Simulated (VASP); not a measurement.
Input of a VASP 6.6.1 run:

INCAR

```
SYSTEM = Ti3Al
  ALGO = Fast
  EDIFF = 1E-6
  ENCUT = 520
  GGA = PS
  ISIF = 2
  ISMEAR = 0
  LASPH = .True.
  LCHARG = .True.
  LELF = .True.
  LREAL = .False.
  LVHAR = .True.
  LWAVE = .False.
  NBANDS = 28
  NELM = 60
  PREC = Accurate
  SIGMA = 0.15
```

KPOINTS

```
k-points
0
Gamma
  15 15 6
  0 0 0
```

Contents of POSCAR:

```
Ti3Al
1.0
    2.9488768782      0.0000000000      0.0000000000
   -1.4744384391      2.5538022892      0.0000000000
    0.0000000000      0.0000000000      8.8103594491
Ti Al
3 1
Direct
    0.6666666667      0.3333333333      0.0000000000
    0.3333333333      0.6666666667      0.7511732072
    0.3333333333      0.6666666667      0.2488267928
    0.6666666667      0.3333333333      0.5000000000
```

Potentials or basis: VASP PAW PBE potentials, release 64 (Ti_sv, Al).

The run is started by

```sh
$ cat potpaw_PBE.64/Ti_sv/POTCAR potpaw_PBE.64/Al/POTCAR > POTCAR
$ mpirun -np 1 vasp_std > vasp.out
```

What does it give for the largest force?

0.096 eV/Å.

What does it give for the pressure?

0.5 GPa.

Predict the band gap on the k mesh.

zero (an odd number of electrons rules out a gap without spin polarisation).

Stress tensor (GPa, compression positive):
```
-2.57  0.00  0.00
 0.00 -2.57  0.00
 0.00  0.00  6.59
```

Caveat: the stress differs along the axes, from -3 to 7 GPa; the PAW data sets were made with another functional, which shifts forces and pressure a little.
